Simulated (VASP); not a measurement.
Input of a VASP 6.6.1 run:

Contents of POSCAR:

```
BP
1.0
    0.0000000000      2.2690000000      2.2690000000
    2.2690000000      0.0000000000      2.2690000000
    2.2690000000      2.2690000000      0.0000000000
P B
1 1
Direct
    0.7500000000      0.7500000000      0.7500000000
    0.0000000000      0.0000000000      0.0000000000
```

Contents of INCAR.step1:

```
SYSTEM = BP
PREC = Accurate
ENCUT = 520
EDIFF = 1E-5
ISMEAR = -1
SIGMA = 0.05
LREAL = .False.
LASPH = .True.
NELM = 60
ALGO = Normal
ISIF = 2
LWAVE = .True.
LCHARG = .False.
NBANDS = 11
GGA = PE
```

The input INCAR.step2:

```
SYSTEM = BP
PREC = Accurate
ENCUT = 520
EDIFF = 1E-6
ISMEAR = -1
SIGMA = 0.05
LREAL = .False.
LASPH = .True.
NELM = 60
ALGO = Normal
ISIF = 2
LWAVE = .False.
LCHARG = .False.
GGA = PE
LHFCALC = .True.
AEXX = 0.5
HFSCREEN = 0.2078699
PRECFOCK = Normal
NBANDS = 11
ISTART = 1
```

KPOINTS

```
regular mesh
0
Gamma
  6 6 6
  0 0 0
```

Potentials or basis: VASP PAW PBE potentials, release 64 (P, B).

Command:

```bash
$ cat potpaw_PBE.64/P/POTCAR potpaw_PBE.64/B/POTCAR > POTCAR
$ cp INCAR.step1 INCAR
$ mpirun -np 1 vasp_std > vasp.out
$ cp INCAR.step2 INCAR
$ mpirun -np 1 vasp_std > vasp.out
```

What does it give for the band gap on the k mesh?

2.86 eV (least direct gap 5.35 eV).

Predict the pressure.

-4.9 GPa.

Caveat: the cell stands under tension; the PAW data sets were made with another functional, which shifts forces and pressure a little. A k mesh can miss the band edges.
